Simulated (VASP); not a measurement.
A run of VASP 6.6.1 is set up as follows.

Contents of INCAR:

```
ALGO = Fast
EDIFF = 1E-6
ENCUT = 520
GGA = PS
ISIF = 2
ISMEAR = 0
LASPH = T
LCHARG = T
LELF = T
LREAL = F
LVHAR = T
LWAVE = F
NBANDS = 66
NELM = 100
PREC = Accurate
SIGMA = 0.15
```

KPOINTS

```
k-points
0
Gamma
  8 8 8
```

File POSCAR:

```
Ge
1.0
   -3.3655732048      3.3655732048      3.5217080442
    3.3655732048     -3.3655732048      3.5217080442
    3.3655732048      3.3655732048     -3.5217080442
Ge
8
Direct
    0.5000000000      0.0000000000      0.7958385091
    0.7958385091      0.5000000000      0.0000000000
    0.0000000000      0.7958385091      0.5000000000
    0.7041614909      0.7041614909      0.7041614909
    0.5000000000      0.0000000000      0.2041614909
    0.2041614909      0.5000000000      0.0000000000
    0.0000000000      0.2041614909      0.5000000000
    0.2958385091      0.2958385091      0.2958385091
```

Potentials or basis: VASP PAW PBE potentials, release 64 (Ge_d).

The run is started by

```console
$ cat potpaw_PBE.64/Ge_d/POTCAR > POTCAR
$ mpirun -np 1 vasp_std > vasp.out
```

What does it give for the band gap on the k mesh?

Zero (bands 56 and 57 overlap by 0.67 eV).

Predict the pressure.

3.6 GPa.

Forces on the atoms (eV/Å):
```
Ge   0.147 -0.166  0.252
Ge  -0.147 -0.166 -0.252
Ge   0.147  0.166 -0.252
Ge  -0.147  0.166  0.252
Ge  -0.147  0.166 -0.252
Ge   0.147  0.166  0.252
Ge  -0.147 -0.166  0.252
Ge   0.147 -0.166 -0.252
```

Caveat: the cell differs from its parent crystal (strain -0.030 along x and y, +0.015 along z); the cell stands under pressure; semilocal functionals underestimate gaps, so a narrow gap can read as zero; the PAW data sets were made with another functional, which shifts forces and pressure a little.
